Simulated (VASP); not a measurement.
# MgO (Fm-3m) in VASP: single point with LDA

Aim: the single point of MgO with LDA.

Everything below comes from runs of VASP 6.6.1. Logs are shortened: lines on timing, memory, paths and dates and some standing lists are left out, and cuts for length are marked.

## Step 1: The cell of the first run

Symmetry: Fm-3m, No. 225, cubic system. The conventional cell has a = 4.159 Å, b = 4.159 Å, c = 4.159 Å, α = 90.00°, β = 90.00°, γ = 90.00°. Within 2.8 Å of Mg (site symmetry m-3m) lie 6 O at 2.08 Å. O (site symmetry m-3m) has 6 Mg at 2.08 Å within 2.8 Å.

## Step 2: Single point, LDA

INCAR

```
SYSTEM = MgO
PREC = Accurate
ENCUT = 750
EDIFF = 1E-6
ISMEAR = 0
SIGMA = 0.01
LREAL = .False.
LASPH = .True.
NELM = 120
ALGO = Normal
ISIF = 2
LWAVE = .False.
LCHARG = .True.
GGA = CA
LELF = .True.
LVHAR = .True.
NBANDS = 15
GGA_COMPAT = .False.
```

KPOINTS

```
Automatic mesh
0
Gamma
  10 10 10
  0 0 0
```

POSCAR

```
MgO
1.0
    0.0000000000      2.0795508132      2.0795508132
    2.0795508132      0.0000000000      2.0795508132
    2.0795508132      2.0795508132      0.0000000000
Mg O
1 1
Direct
    0.0000000000      0.0000000000      0.0000000000
    0.5000000000      0.5000000000      0.5000000000
```

Potentials or basis: VASP PAW LDA potentials, release 64 (Mg_sv, O).

Command:

```console
$ cat potpaw_LDA.64/Mg_sv/POTCAR potpaw_LDA.64/O/POTCAR > POTCAR
$ mpirun -np 1 vasp_std > vasp.out
```

OUTCAR:

```text
SYSTEM = MgO
   PREC = Accurate
   ENCUT = 750
   EDIFF = 1E-6
   ISMEAR = 0
   LREAL = .False.
   LASPH = .True.
   NELM = 120
   ISIF = 2
   GGA = CA

 ion  position               nearest neighbor table
   1  0.000  0.000  0.000-   2 2.08   2 2.08   2 2.08   2 2.08   2 2.08   2 2.08
   2  0.500  0.500  0.500-   1 2.08   1 2.08   1 2.08   1 2.08   1 2.08   1 2.08

  LATTYP: Found a face centered cubic cell.
 ALAT       =     4.1591016264

  Lattice vectors:

 A1 = (   0.0000000000,   2.0795508132,   2.0795508132)
 A2 = (   2.0795508132,   0.0000000000,   2.0795508132)
 A3 = (   2.0795508132,   2.0795508132,   0.0000000000)

Analysis of symmetry for initial positions (statically):
=====================================================================
 Subroutine PRICEL returns:
 Original cell was already a primitive cell.

 Routine SETGRP: Setting up the symmetry group for a
 face centered cubic supercell.

 Subroutine GETGRP returns: Found 48 space group operations
 (whereof 48 operations were pure point group operations)
 out of a pool of 48 trial point group operations.

The static configuration has the point symmetry O_h .

Analysis of symmetry for dynamics (positions and initial velocities):
=====================================================================
 Subroutine PRICEL returns:
 Original cell was already a primitive cell.

 Routine SETGRP: Setting up the symmetry group for a
 face centered cubic supercell.

 Subroutine GETGRP returns: Found 48 space group operations
 (whereof 48 operations were pure point group operations)
 out of a pool of 48 trial point group operations.

The dynamic configuration has the point symmetry O_h .

 Subroutine INISYM returns: Found 48 space group operations
 (whereof 48 operations are pure point group operations),
 and found     1 'primitive' translations

----------------------------------------------------------------------------------------

                                     Primitive cell

  volume of cell :      17.9862

  direct lattice vectors                    reciprocal lattice vectors
     0.000000000  2.079550813  2.079550813    -0.240436539  0.240436539  0.240436539
     2.079550813  0.000000000  2.079550813     0.240436539 -0.240436539  0.240436539
     2.079550813  2.079550813  0.000000000     0.240436539  0.240436539 -0.240436539

  length of vectors
     2.940928964  2.940928964  2.940928964     0.416448301  0.416448301  0.416448301

  position of ions in fractional coordinates (direct lattice)
     0.000000000  0.000000000  0.000000000
     0.500000000  0.500000000  0.500000000

  ion indices of the primitive-cell ions
   primitive index   ion index
                 1           1
                 2           2

----------------------------------------------------------------------------------------

 KPOINTS: Automatic mesh

Automatic generation of k-mesh.
 Grid dimensions read from file:
 generate k-points for:   10   10   10

 Generating k-lattice:

  Cartesian coordinates                     Fractional coordinates (reciprocal lattice)
    -0.024043654  0.024043654  0.024043654     0.100000000  0.000000000  0.000000000
     0.024043654 -0.024043654  0.024043654     0.000000000  0.100000000  0.000000000
     0.024043654  0.024043654 -0.024043654     0.000000000  0.000000000  0.100000000

  Length of vectors
     0.041644830  0.041644830  0.041644830

  Shift w.r.t. Gamma in fractional coordinates (k-lattice)
     0.000000000  0.000000000  0.000000000

 Subroutine IBZKPT returns following result:
 ===========================================

 Found     47 irreducible k-points:

 Following reciprocal coordinates:
            Coordinates               Weight
  0.000000  0.000000  0.000000      1.000000
  0.100000  0.000000  0.000000      8.000000
  0.200000  0.000000  0.000000      8.000000
  0.300000  0.000000  0.000000      8.000000
  0.400000  0.000000  0.000000      8.000000
  0.500000  0.000000  0.000000      4.000000
[... 16 lines left out ...]
  0.300000  0.300000  0.000000      6.000000
  0.400000  0.300000  0.000000     24.000000
 [... further k-points ...]
   k-points           NKPTS =     47   k-points in BZ     NKDIM =     47   number of bands    NBANDS=     15
   number of dos      NEDOS =    301   number of ions     NIONS =      2
   total plane-waves  NPLWV =  21952
   dimension x,y,z NGX =    28 NGY =   28 NGZ =   28
   dimension x,y,z NGXF=    56 NGYF=   56 NGZF=   56
   ions per type =               1   1
   NGX,Y,Z   is equivalent  to a cutoff of  15.83, 15.83, 15.83 a.u.
   NGXF,Y,Z  is equivalent  to a cutoff of  31.66, 31.66, 31.66 a.u.
 SYSTEM =  MgO
   PREC   = accura    normal or accurate (medium, high low for compatibility)
   ISTART =      0    job   : 0-new  1-cont  2-samecut
   ICHARG =      2    charge: 1-file 2-atom 10-const
   ISPIN  =      1    spin polarized calculation?
   LNONCOLLINEAR =      F non collinear calculations
   LSORBIT =      F    spin-orbit coupling
   LASPH  =      T    aspherical Exc in radial PAW
   ENCUT  =  750.0 eV  55.12 Ry    7.42 a.u.   6.57  6.57  6.57*2*pi/ulx,y,z
   NELM   =    120;   NELMIN=  2; NELMDL= -5     # of ELM steps
   EDIFF  = 0.1E-05   stopping-criterion for ELM
   LREAL  =      F    real-space projection
   EDIFFG = 0.1E-04   stopping-criterion for IOM
   NSW    =      0    number of steps for IOM
   IBRION =     -1    ionic relax: 0-MD 1-quasi-New 2-CG
   NFREE  =      0    steps in history (QN), initial steepest desc. (CG)
   ISIF   =      2    stress and relaxation
   ISYM   =      2    0-nonsym 1-usesym 2-fastsym
   POTIM  = 0.5000    time-step for ionic-motion
   TEBEG  =    0.0;   TEEND  =   0.0 temperature during run
   PSTRESS=    0.0 pullay stress
   NELECT =      16.0000    total number of electrons
   NUPDOWN=      -1.0000    fix difference up-down
   EMIN   =  10.00;   EMAX   =-10.00  energy-range for DOS
   EFERMI =   0.00;   METHOD = LEGACY
   ISMEAR =     0;   SIGMA  =   0.01  broadening in eV -4-tet -1-fermi 0-gaus
   EFERMI_NEDOS =   21; number of points for ismear=-14 and -15
   IALGO  =     38    algorithm
   IMIX   =      4    mixing-type and parameters
     AMIX     =   0.40;   BMIX     =  1.00
     AMIX_MAG =   1.60;   BMIX_MAG =  1.00
  volume/ion in A,a.u.               =       8.99        60.69
  Fermi-wavevector in a.u.,A,eV,Ry     =   1.574473  2.975323 33.728381  2.478966
  Thomas-Fermi vector in A             =   2.675602
   LORBIT       =      0    0 simple, 1 ext, 2 COOP (PROOUT), +10 PAW based schemes
   GGA     = CA    functional components
   LHFCALC =     F    Hartree Fock is set to
   AEXX    =    0.0000 exact exchange contribution
   IVDW    =     0    specifies the selected vdW correction
   LEPSILON=     F    determine dielectric tensor
   LRPA    =     F    only Hartree local field effects (RPA)
 non-spin polarized calculation
 Gauss-broadening in eV      SIGMA  =   0.01
  energy-cutoff  :      750.00
  volume of cell :       17.99
 maximum number of plane-waves:       869
 NGX is ok and might be reduce to    28
   NGX = 13   NGY = 13   NGZ = 13

 number of electron      15.9999996 magnetization

 Free energy of the ion-electron system (eV)
  ---------------------------------------------------
  ext. energy  EPLUGINS =         0.00000000
  ---------------------------------------------------
  free energy    TOTEN  =       -13.23528486 eV

  energy without entropy =      -13.23528486  energy(sigma->0) =      -13.23528486

 E-fermi :   3.0773     XC(G=0): -12.1310

 val. band max:        2.8615562847   @ k =   0.0000   0.0000   0.0000
 cond. band min:       7.9102280384   @ k =   0.0000   0.0000   0.0000
 fundamental gap:      5.0486717537
 Fermi energy:         3.0772573429

 k-point     1 :       0.0000    0.0000    0.0000
  band No.  band energies     occupation
      1     -68.3525      2.00000
      2     -35.8121      2.00000
      3     -35.8121      2.00000
      4     -35.8121      2.00000
      5     -14.3244      2.00000
      6       2.8616      2.00000
      7       2.8616      2.00000
      8       2.8616      2.00000
      9       7.9102      0.00000
     10      18.5970      0.00000
     11      18.5970      0.00000
     12      18.5970      0.00000
     13      22.7259      0.00000
     14      24.4058      0.00000
     15      24.4058      0.00000

 k-point     2 :       0.1000    0.0000    0.0000
  band No.  band energies     occupation
      1     -68.3513      2.00000
      2     -35.8223      2.00000
      3     -35.8131      2.00000
      4     -35.8131      2.00000
      5     -14.2037      2.00000
      6       2.1964      2.00000
      7       2.7876      2.00000
      8       2.7876      2.00000
      9       8.5281      0.00000
     10      17.3620      0.00000
     11      18.8510      0.00000
     12      18.8510      0.00000
     13      23.7153      0.00000
     14      23.7153      0.00000
     15      24.4200      0.00000

 k-point     3 :       0.2000    0.0000    0.0000
  band No.  band energies     occupation
      1     -68.3482      2.00000
      2     -35.8487      2.00000
      3     -35.8155      2.00000
      4     -35.8155      2.00000
      5     -13.8705      2.00000
      6       0.8230      2.00000
      7       2.6005      2.00000
      8       2.6005      2.00000
      9       9.6962      0.00000
     10      15.8823      0.00000
     11      19.3789      0.00000
     12      19.3789      0.00000
     13      23.0316      0.00000
     14      23.0316      0.00000
     15      25.4436      0.00000
[... 343 lines left out ...]
 k-point    23 :       0.3000    0.3000    0.0000
  band No.  band energies     occupation
      1     -68.3420      2.00000
      2     -35.8731      2.00000
      3     -35.8346      2.00000
      4     -35.8346      2.00000
      5     -13.2083      2.00000
      6      -0.4223      2.00000
      7       1.8719      2.00000
      8       1.8719      2.00000
      9      11.9901      0.00000
     10      13.1368      0.00000
     11      17.4278      0.00000
     12      20.9578      0.00000
     13      20.9578      0.00000
     14      27.1198      0.00000
     15      30.7185      0.00000

 k-point    24 :       0.4000    0.3000    0.0000
  band No.  band energies     occupation
      1     -68.3397      2.00000
      2     -35.8861      2.00000
      3     -35.8415      2.00000
      4     -35.8383      2.00000
      5     -12.9312      2.00000
      6      -0.8756      2.00000
      7       1.4830      2.00000
      8       1.7165      2.00000
      9      12.5799      0.00000
     10      13.0083      0.00000
     11      16.6062      0.00000
     12      21.2280      0.00000
     13      21.4452      0.00000
     14      27.8890      0.00000
     15      30.3282      0.00000

 [... further k-points ...]

------------------------ aborting loop because EDIFF is reached ----------------------------------------

  FORCE on cell =-STRESS in cart. coord.  units (eV):
  Direction    XX          YY          ZZ          XY          YZ          ZX
  --------------------------------------------------------------------------------------
  -------------------------------------------------------------------------------------
  Total        0.0077022      0.0077022      0.0077022     -0.0000000     -0.0000000      0.0000000
  in kB        0.6861022      0.6861022      0.6861022     -0.0000000     -0.0000000      0.0000000
  external PRESSURE =       0.6861022 kB  Pullay stress =       0.0000000 kB

 VOLUME and BASIS-vectors are now :
 -----------------------------------------------------------------------------
  energy-cutoff  :      750.00
  volume of cell :       17.99
      direct lattice vectors                 reciprocal lattice vectors
     0.000000000  2.079550813  2.079550813    -0.240436539  0.240436539  0.240436539
     2.079550813  0.000000000  2.079550813     0.240436539 -0.240436539  0.240436539
     2.079550813  2.079550813  0.000000000     0.240436539  0.240436539 -0.240436539

 POSITION                                       TOTAL-FORCE (eV/Angst)
 -----------------------------------------------------------------------------------
      0.00000      0.00000      0.00000        -0.000000     -0.000000      0.000000
      2.07955      2.07955      2.07955         0.000000      0.000000     -0.000000
 -----------------------------------------------------------------------------------
    total drift:                                0.000000      0.000000      0.000000

  FREE ENERGIE OF THE ION-ELECTRON SYSTEM (eV)
  ---------------------------------------------------
  free  energy   TOTEN  =       -13.2352848633 eV

  energy  without entropy=      -13.2352848633  energy(sigma->0) =      -13.23528486
```

It took 20 s on 1 thread of AMD EPYC 7R43 (Zen 3), shared host; peak memory 0.11 GiB.

Results:

```
Free energy            : -13.2353 eV
Pressure               : 0.1 GPa
Band gap on the k mesh : 5.05 eV
```
